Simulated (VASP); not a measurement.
**InP (kl): single point with LDA**

The system is InP (kl).

```xyz
2
Lattice="0.0000 2.9134 2.9134 2.9134 0.0000 2.9134 2.9134 2.9134 0.0000" Properties=species:S:1:pos:R:3 pbc="T T T"
In    0.0000    0.0000    0.0000
P     4.3702    4.3702    4.3702
```

```
Program                : VASP 6.6.1
Task                   : single point
Functional             : LDA
Potentials or basis    : VASP PAW LDA potentials, release 64 (In_d, P)
Cutoff                 : 500 eV
k mesh                 : 10 × 10 × 10
Occupations            : gaussian, width 0.02 eV
Spin                   : no spin polarisation
Dipole correction      : no
Further INCAR settings : ALGO = Normal; EDIFF = 1e-06; NBANDS = 16
```

| Property | Result |
| --- | --- |
| Pressure | 0.0 GPa |
| Band gap on the k mesh | 0.61 eV, direct |

Levels at points of the mesh, in eV from the valence-band top:
```csv
k point,band 6,band 7,band 8,band 9,band 10,band 11,band 12,band 13
"(0.00, 0.00, 0.00)",-11.67,0.00,0.00,0.00,0.61,3.96,3.96,3.96
"(0.50, 0.00, 0.00)",-9.86,-5.92,-1.02,-1.02,1.37,4.71,4.71,6.93
"(0.50, 0.50, 0.00)",-9.16,-5.94,-2.42,-2.42,1.57,2.12,9.10,9.55
```

Run time: 28 s on 1 thread of Intel Xeon 6975P-C (shared host), peak memory 0.17 GiB.

Caveat: spin-orbit coupling is left out, which moves the levels of the heavy elements. As with any semilocal functional, this LDA gap is likely too small.
